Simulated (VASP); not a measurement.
# Rh (Im-3m) in VASP: notebook, part 3 of 3

VASP 6.6.1. Earlier steps stand in the parts before.

**6. Single point, LDA**

The input, INCAR:

```
SYSTEM = Rh
  PREC = Accurate
  ENCUT = 520
  EDIFF = 1E-7
  ISMEAR = -1
  SIGMA = 0.1
  LREAL = .FALSE.
  LASPH = .TRUE.
  NELM = 60
  ALGO = Normal
  ISIF = 2
  LWAVE = .FALSE.
  LCHARG = .FALSE.
  GGA = CA
  NBANDS = 14
```

The input, KPOINTS:

```
regular mesh
0
G
  16 16 16
  0 0 0
```

The input, POSCAR:

```
Rh
1.0
   -1.5041841359      1.5041841359      1.5041841359
    1.5041841359     -1.5041841359      1.5041841359
    1.5041841359      1.5041841359     -1.5041841359
Rh
1
Direct
    0.0000000000      0.0000000000      0.0000000000
```

Potentials or basis: VASP PAW LDA potentials, release 64 (Rh_pv).

Started as:

```
$ cat potpaw_LDA.64/Rh_pv/POTCAR > POTCAR
$ mpirun -np 1 vasp_std > vasp.out
```

OUTCAR:

```text
SYSTEM = Rh
   PREC = Accurate
   ENCUT = 520
   EDIFF = 1E-7
   ISMEAR = -1
   LREAL = .FALSE.
   LASPH = .TRUE.
   NELM = 60
   ISIF = 2
   GGA = CA

 ion  position               nearest neighbor table
   1  0.000  0.000  0.000-

  LATTYP: Found a body centered cubic cell.
 ALAT       =     3.0083682718

  Lattice vectors:

 A1 = (  -1.5041841359,   1.5041841359,   1.5041841359)
 A2 = (   1.5041841359,  -1.5041841359,   1.5041841359)
 A3 = (   1.5041841359,   1.5041841359,  -1.5041841359)

Analysis of symmetry for initial positions (statically):
=====================================================================
 Subroutine PRICEL returns:
 Original cell was already a primitive cell.

 Routine SETGRP: Setting up the symmetry group for a
 body centered cubic supercell.

 Subroutine GETGRP returns: Found 48 space group operations
 (whereof 48 operations were pure point group operations)
 out of a pool of 48 trial point group operations.

The static configuration has the point symmetry O_h .

Analysis of symmetry for dynamics (positions and initial velocities):
[... 161 lines left out ...]
 Fermi energy:        11.7189535000

 k-point     1 :       0.0000    0.0000    0.0000
  band No.  band energies     occupation
      1     -34.1317      2.00000
      2     -34.1317      2.00000
      3     -34.1317      2.00000
      4       3.7926      2.00000
      5       8.6616      2.00000
      6       8.6616      2.00000
      7       8.6616      2.00000
      8      11.2424      1.98311
      9      11.2424      1.98311
     10      30.1677      0.00000
     11      30.1677      0.00000
     12      30.1677      0.00000
     13      32.5108      0.00000
     14      40.6346      0.00000
[... 377 lines left out ...]
      1     -34.7490      2.00000
      2     -34.3889      2.00000
      3     -34.1980      2.00000
      4       6.6190      2.00000
      5       7.5964      2.00000
      6       8.7318      2.00000
      7      10.7806      1.99983
      8      11.7382      0.90419
      9      14.1256      0.00000
     10      25.0678      0.00000
     11      26.5572      0.00000
     12      30.5969      0.00000
     13      32.5147      0.00000
     14      34.3478      0.00000

 [... further k-points ...]
[... 5 lines left out ...]
  --------------------------------------------------------------------------------------
  -------------------------------------------------------------------------------------
  Total        0.0692505      0.0692505      0.0692505      0.0000000      0.0000000     -0.0000000
  in kB        8.1502467      8.1502467      8.1502467      0.0000000      0.0000000     -0.0000000
  external PRESSURE =       8.1502467 kB  Pullay stress =       0.0000000 kB

 VOLUME and BASIS-vectors are now :
 -----------------------------------------------------------------------------
  energy-cutoff  :      520.00
  volume of cell :       13.61
      direct lattice vectors                 reciprocal lattice vectors
    -1.504184136  1.504184136  1.504184136     0.000000000  0.332406112  0.332406112
     1.504184136 -1.504184136  1.504184136     0.332406112  0.000000000  0.332406112
     1.504184136  1.504184136 -1.504184136     0.332406112  0.332406112  0.000000000

 POSITION                                       TOTAL-FORCE (eV/Angst)
 -----------------------------------------------------------------------------------
      0.00000      0.00000      0.00000        -0.000000     -0.000000     -0.000000
 -----------------------------------------------------------------------------------
    total drift:                                0.000000     -0.000000      0.000000

  FREE ENERGIE OF THE ION-ELECTRON SYSTEM (eV)
  ---------------------------------------------------
  free  energy   TOTEN  =        -8.3198201943 eV

  energy  without entropy=       -8.2471386747  energy(sigma->0) =       -8.28347943
```

OSZICAR:

```text
N       E                     dE             d eps       ncg     rms          rms(c)
DAV:   1     0.119697341485E+03    0.11970E+03   -0.87320E+03  4068   0.115E+03
DAV:   2    -0.714603465791E+01   -0.12684E+03   -0.12148E+03  4534   0.342E+02
DAV:   3    -0.877949999588E+01   -0.16335E+01   -0.16298E+01  4798   0.424E+01
DAV:   4    -0.878558568753E+01   -0.60857E-02   -0.60854E-02  4780   0.265E+00
DAV:   5    -0.878564012032E+01   -0.54433E-04   -0.54431E-04  4770   0.221E-01    0.114E+01
DAV:   6    -0.834300619511E+01    0.44263E+00   -0.78018E-01  4318   0.117E+01    0.434E+00
DAV:   7    -0.832422737399E+01    0.18779E-01   -0.16110E-02  4720   0.142E+00    0.203E+00
DAV:   8    -0.831989132858E+01    0.43360E-02   -0.38226E-03  4354   0.851E-01    0.158E-01
DAV:   9    -0.831981507813E+01    0.76250E-04   -0.87921E-05  4624   0.130E-01    0.432E-02
DAV:  10    -0.831982012528E+01   -0.50471E-05   -0.26092E-06  4564   0.194E-02    0.473E-03
DAV:  11    -0.831982019432E+01   -0.69043E-07   -0.51823E-08  3326   0.295E-03
   1 F= -.83198202E+01 E0= -.82834794E+01  d E =-.726815E-01
```

stdout:

```text
POSCAR found type information on POSCAR Rh
 POSCAR found :  1 types and       1 ions
 scaLAPACK will be used
 LDA part: xc-table for (Slater(with rela. corr.)+CA(PZ))
 , standard interpolation
 POSCAR, INCAR and KPOINTS ok, starting setup
 FFT: planning ... GRIDC
 FFT: planning ... GRID_SOFT
 FFT: planning ... GRID
 WAVECAR not read
 entering main loop
```

Wall time 10 s (1 thread of Intel Xeon 6975P-C (Granite Rapids), shared host); peak memory 0.13 GiB.

What came out:

```yaml
Free_energy: -8.3198 eV
Pressure: 0.8 GPa
```

**7. The runs side by side**

```tsv
cell	k mesh	gap on the mesh (eV)	pressure (GPa)
a = 2.605 Å, angles 109.5°, 1 atom	15 × 15 × 15	none	0.8
a = 2.497 Å, angles 109.5°, 1 atom	16 × 16 × 16	none	52.0
a = 2.534 Å, angles 109.5°, 1 atom	16 × 16 × 16	none	30.7
a = 2.570 Å, angles 109.5°, 1 atom	16 × 16 × 16	none	14.0
a = 2.605 Å, angles 109.5°, 1 atom	16 × 16 × 16	none	0.8
```

Alike in all rows: task single point; level LDA; potentials or basis VASP PAW LDA potentials, release 64 (Rh_pv); no spin polarisation; cutoff (eV) 520; smearing fermi-dirac 0.1 eV.

Absolute energies hang on the potentials; compare differences alone.
